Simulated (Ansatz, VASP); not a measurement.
## NaCl in VASP and in Ansatz

Contents of INCAR:

```
SYSTEM = NaCl
PREC = Accurate
ENCUT = 520
EDIFF = 1E-6
ISMEAR = 0
SIGMA = 0.05
LREAL = .False.
LASPH = .True.
NELM = 60
ALGO = Normal
ISIF = 2
LWAVE = .False.
LCHARG = .True.
GGA = PE
LELF = .True.
LVHAR = .True.
NBANDS = 14
```

KPOINTS

```
regular mesh
0
Gamma
  8 8 8
  0 0 0
```

Contents of POSCAR:

```
NaCl
1.0
    3.2554742927      0.0000000000      0.0000000000
    0.0000000000      3.2554742927      0.0000000000
    0.0000000000      0.0000000000      3.2554742927
Na Cl
1 1
Direct
    0.0000000000      0.0000000000      0.0000000000
    0.5000000000      0.5000000000      0.5000000000
```

Input for Ansatz:

```yaml
crystal:
  lattice:
    - [3.2554742927, 0.0, 0.0]
    - [0.0, 3.2554742927, 0.0]
    - [0.0, 0.0, 3.2554742927]
  atoms:
    - { symbol: Na, position: [0.0, 0.0, 0.0] }
    - { symbol: Cl, position: [0.5, 0.5, 0.5] }
basis:
  ecutwfc: 420
  ecutrho_ratio: 4
kpoints:
  mp_grid: { grid: [8, 8, 8] }
hamiltonian:
  xc: pbe
scf:
  occupations: { method: gaussian, width: 0.05 }
output:
  forces: true
  stress: true
  eigenvalues: true
```

Alike in both runs: task single point; functional PBE; k mesh 8 × 8 × 8; occupations gaussian, width 0.05 eV; no spin polarisation.

|  | VASP | Ansatz |
| --- | --- | --- |
| version | VASP 6.6.1 | Ansatz 0.2.0 |
| potentials or method | VASP PAW PBE potentials, release 64 (Na_pv, Cl), cutoff 520 eV | scalar-relativistic, plane waves, PAW |
| valence electrons in the cell | 14 | 16 |

```csv
,VASP,Ansatz,Ansatz less VASP
gap on the k mesh at the Fermi level (eV),4.86,4.86,0.000
least direct gap on the mesh (eV),5.41,5.39,-0.022
pressure (GPa),9.6,9.7,+0.03
```

The functional is the same, so the differences come from potentials, cutoffs and numerics. VASP's potentials hold 14 valence electrons a cell and Ansatz's 16, so a difference there can come from the potentials and not from the codes.
